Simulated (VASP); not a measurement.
Here is a VASP 6.6.1 calculation.

INCAR

```
ALGO     = Normal         # electronic algorithm
EDIFF    = 1E-8           # SCF threshold, eV
ENCUT    = 520            # plane-wave cutoff, eV
GGA      = PE             # functional
ISIF     = 2              # what is computed and relaxed
ISMEAR   = -1             # smearing method
LASPH    = True           # aspherical terms in the spheres
LCHARG   = False          # write CHGCAR
LEFG     = True         
LREAL    = False          # projectors in reciprocal space
LWAVE    = False          # write WAVECAR
NBANDS   = 16             # bands
NELM     = 80             # most SCF steps
PREC     = Accurate       # precision mode
SIGMA    = 0.01           # smearing width, eV
```

File KPOINTS:

```
k-points
0
Gamma
  8 8 8
```

POSCAR

```
ZnS
1.0
    0.0000000000      2.6819207741      2.6819207741
    2.6819207741      0.0000000000      2.6819207741
    2.6819207741      2.6819207741      0.0000000000
Zn S
1 1
Direct
    0.0000000000      0.0000000000      0.0000000000
    0.7500000000      0.7500000000      0.7500000000
```

Potentials or basis: VASP PAW PBE potentials, release 64 (Zn, S).

Command:

```console
$ cat potpaw_PBE.64/Zn/POTCAR potpaw_PBE.64/S/POTCAR > POTCAR
$ mpirun -np 1 vasp_std > vasp.out
```

Question: Estimate the band gap on the k mesh.

Answer: 2.21 eV, direct.

Question: Predict the pressure.

Answer: 3.6 GPa.

Caveat: without QUAD_EFG the Cq values of the log hold for a quadrupole moment of 1 mb, not for the nuclei.
